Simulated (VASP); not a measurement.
A run of VASP 6.6.1 is set up as follows.

Contents of INCAR:

```
ALGO = Normal ; EDIFF = 1E-6
ENCUT = 520 ; GGA = PE
ISIF = 2 ; ISMEAR = 0
LASPH = True ; LCHARG = False
LREAL = False ; LWAVE = False
NBANDS = 30 ; NELM = 100
PREC = Accurate ; SIGMA = 0.15
```

KPOINTS

```
k-points
0
Gamma
  2 3 2
```

File POSCAR:

```
Al3BiO3
1.0
    6.7235880346      0.0000000000      0.0132483901
    0.0000000000      3.1738474074      0.0000000000
   -0.0733900835      0.0000000000      6.6151969680
Al Bi O
3 1 3
Direct
    0.4581239514      0.5000000000      0.1648814689
    0.1300044415      0.0000000000      0.3823222875
    0.1523717373      0.5000000000      0.7962018540
    0.8775930849      0.5000000000      0.1235487932
    1.1134161766      0.0000000000      0.6551516405
    0.3858229820      0.0000000000      0.2903413852
    0.3746685664      0.5000000000      0.9208855907
```

Potentials or basis: VASP PAW PBE potentials, release 64 (Al, Bi_d, O).

Command:

```console
$ cat potpaw_PBE.64/Al/POTCAR potpaw_PBE.64/Bi_d/POTCAR potpaw_PBE.64/O/POTCAR > POTCAR
$ mpirun -np 1 vasp_std > vasp.out
```

What does it give for the band gap on the k mesh?

0.82 eV, indirect (least direct gap 1.25 eV).

What does it give for the pressure?

0.0 GPa.

Estimate the largest force.

0.038 eV/Å.

Forces in eV/Å, atoms in the order of the input:
```
Al   0.029  0.000  0.013
Al   0.006  0.000  0.034
Al   0.000  0.000 -0.014
Bi  -0.024  0.000 -0.004
O    0.011  0.000 -0.036
O   -0.028  0.000  0.000
O    0.007  0.000  0.007
```

Caveat: the k points lie up to 0.66 Å⁻¹ apart; spin-orbit coupling is left out, which moves the levels of the heavy elements. A k mesh can miss the band edges.
